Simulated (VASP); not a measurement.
Wanted: the native input for a VASP 6.6.1 run.

| Item | Value |
| --- | --- |
| Task | single point |
| Functional | PBE |
| Potentials or basis | VASP PAW PBE potentials, release 64 (Ti_sv, B) |
| Cutoff | 520 eV |
| k mesh | 18 × 18 × 14 |
| Occupations | gaussian, width 0.1 eV |
| Spin | no spin polarisation |
| Dipole correction | no |
| Further INCAR settings | ALGO = Normal; EDIFF = 1e-06; NBANDS = 16 |

The structure of TiB2 lies in POSCAR:

```
TiB2
1.0
    2.9206688800      0.0000000000      0.0000000000
   -1.4603344400      2.5293734461      0.0000000000
    0.0000000000      0.0000000000      3.0573595900
Ti B
1 2
Direct
    0.0000000000      0.0000000000      0.0000000000
    0.3333333333      0.6666666667      0.5000000000
    0.6666666667      0.3333333333      0.5000000000
```

This cell differs from its parent crystal: volume scaled by 0.88, then relaxed in part.

These files were run (other wordings do the same):

INCAR

```
SYSTEM = TiB2
  PREC = Accurate
  ENCUT = 520
  EDIFF = 1E-6
  ISMEAR = 0
  SIGMA = 0.1
  LREAL = .False.
  LASPH = .True.
  NELM = 60
  ALGO = Normal
  ISIF = 2
  LWAVE = .False.
  LCHARG = .False.
  GGA = PE
  NBANDS = 16
```

KPOINTS

```
regular mesh
0
Gamma
  18 18 14
  0 0 0
```

Potentials or basis: VASP PAW PBE potentials, release 64 (Ti_sv, B).

The run is started by

```sh
$ cat potpaw_PBE.64/Ti_sv/POTCAR potpaw_PBE.64/B/POTCAR > POTCAR
$ mpirun -np 1 vasp_std > vasp.out
```

It gave:

The pressure is 41.3 GPa. The band gap on the k mesh is zero (band 9 reaches 11.85 eV, above the bottom of band 10 at 11.13 eV).

It took 55 s on 1 thread of Intel Xeon 6975P-C, on a shared host, peak memory 0.22 GiB.
